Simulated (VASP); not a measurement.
**Co: single point with LDA**

Crystal: Co.

```
CELL_PARAMETERS angstrom
2.38506 0.00000 0.00000
0.00000 2.38506 0.00000
0.00000 0.00000 3.37188
ATOMIC_POSITIONS crystal
Co 0.00000 0.00000 0.00000
Co 0.50000 0.50000 0.50000
```

This isn't the form of Co at room conditions, which is hcp.

```yaml
Program: VASP 6.6.1
Task: single point
Functional: LDA
Potentials_or_basis: VASP PAW LDA potentials, release 64 (Co_sv)
Cutoff: 690 eV
k_mesh: 15 × 15 × 11
Occupations: fermi-dirac, width 0.05 eV
Spin: collinear spin, ferromagnetic start
Starting_moments: "[1.538, 1.538] μB"
```

```yaml
Pressure: 11.5 GPa
Net_moment: 2.82 μB per cell
Site_moments: Co +1.43 μB
Valence_electrons_inside_the_program's_atomic_spheres: Co 15.18
```

Stress tensor (GPa, compression positive):
```
11.38  0.00  0.00
 0.00 11.38  0.00
 0.00  0.00 11.72
```

Levels at points of the mesh, in eV from the Fermi level:
Spin up:
```tsv
k point	band 16	band 17	band 18	band 19	band 20	band 21
(0.00, 0.00, 0.00)	-1.29	-0.31	0.03	0.03	2.79	11.11
```
Spin down:
```csv
k point,band 13,band 14,band 15,band 16,band 17,band 18,band 19,band 20
"(0.00, 0.00, 0.00)",-1.42,-1.42,0.20,0.20,1.26,1.53,1.53,3.00
```

Run time: 6.9 min on 1 thread of Intel(R) Xeon(R) Platinum 8259CL CPU @ 2.50GHz (Skylake/Cascade Lake), with other jobs on the host, peak memory 0.3 GiB.

Caveat: the cell stands under pressure.
